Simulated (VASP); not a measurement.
Runs of VASP 6.6.1 on PbSe. The structure is that of space group Fm-3m (No. 225), or close to it. The cells are those of the table. 

```tsv
task	level	spin	cell	k mesh	cutoff (eV)	gap on the mesh (eV)	pressure (GPa)
single point	PBE	off	a = 4.396 Å, angles 60.0°, 2 atoms	8 × 8 × 8	520	0.44	0.0
single point	PBE	off	a = 4.368 Å, angles 60.0°, 2 atoms	8 × 8 × 8	520	0.38	0.9
single point	r2SCAN	off	a = 4.368 Å, angles 60.0°, 2 atoms	6 × 6 × 6	520	0.67	0.0
single point	PBE	non-collinear, zero start, SOC	a = 4.368 Å, angles 60.0°, 2 atoms	8 × 8 × 8	520	-	(a)
relaxation of cell and atoms	r2SCAN	off	relaxed from a = 4.396 Å, angles 60.0°, 2 atoms	6 × 6 × 6	600	0.67	0.0
```

Alike in all rows: potentials or basis VASP PAW PBE potentials, release 64 (Pb_d, Se); smearing fermi-dirac 0.02 eV.

Q: Estimate the missing entries.

A: (a) 0.7.

Caveats: spin-orbit coupling is left out, which moves the levels of the heavy elements (some runs); the PAW data sets were made with another functional, which shifts forces and pressure a little (some runs).

A k mesh can miss the band edges, and rows without SOC leave out spin-orbit coupling on Pb, Se.
